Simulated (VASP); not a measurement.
Runs of VASP 6.6.1 on SiC. The structure is that of space group P6_3mc (No. 186), or close to it. The cells are those of the table. 

| task | cell | gap on the mesh (eV) | pressure (GPa) | largest force (eV/Å) |
| --- | --- | --- | --- | --- |
| electric field gradients | a = 3.096, b = 3.096, c = 5.081 Å, angles 90.0, 90.0, 120.0°, 4 atoms | 2.36 | -0.7 | 0.72 |
| single point | a = 3.107, b = 3.107, c = 5.048 Å, angles 90.0, 90.0, 120.0°, 4 atoms | 2.34 | -0.9 | 0.65 |
| single point | a = 3.076, b = 3.076, c = 5.098 Å, angles 90.0, 90.0, 120.0°, 4 atoms | 2.36 | 1.7 | 0.80 |
| electric field gradients | a = 3.076, b = 3.076, c = 4.947 Å, angles 90.0, 90.0, 120.0°, 4 atoms | 2.25 | 8.0 | 0.59 |
| electric field gradients | a = 3.116, b = 3.116, c = 5.114 Å, angles 90.0, 90.0, 120.0°, 4 atoms | (b) | -4.6 | (c) |
| single point | a = 3.086, b = 3.086, c = 5.065 Å, angles 90.0, 90.0, 120.0°, 4 atoms | 2.34 | 1.4 | 0.74 |
| single point | a = 3.014, b = 3.014, c = 5.048 Å, angles 90.0, 90.0, 120.0°, 4 atoms | 2.30 | (a) | 1.00 |
| single point | a = 3.013, b = 3.013, c = 4.945 Å, angles 90.0, 90.0, 120.0°, 4 atoms | 2.21 | 19.4 | (d) |

Alike in all rows: level PBE; potentials or basis VASP PAW PBE potentials, release 64 (Si, C); no spin polarisation; k mesh 15 × 15 × 8; cutoff (eV) 520; smearing fermi-dirac 0.08 eV.

**Question.** Fill in the values left out.

**Answer.** (a) 14.2; (b) 2.39; (c) 0.69; (d) 0.85.

A k mesh can miss the band edges.
